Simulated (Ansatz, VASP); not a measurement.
**La: VASP beside Ansatz**

```
La
1.0
    -2.05974    2.50461    1.83634
     2.50461   -2.05974    1.83634
     4.19582    4.19582   -1.02156
La
2
Direct
  0.04138 0.95862 0.00000
  0.70862 0.29138 0.50000
```

Alike in both runs: task single point; functional PBE; k mesh 11 × 11 × 6; occupations fermi-dirac, width 0.1 eV; no spin polarisation.

|  | VASP | Ansatz |
| --- | --- | --- |
| version | VASP 6.6.1 | Ansatz 0.2.0 |
| potentials or method | VASP PAW PBE potentials, release 64 (La), cutoff 520 eV | plane waves (420 eV) with PAW, scalar-relativistic |
| valence electrons in the cell | 22 | 22 |

VASP gave:

- pressure (GPa): 1.2

Question: Estimate Ansatz's values.

Answer: Pressure (GPa): 1.1.

Spin-orbit coupling is off throughout.
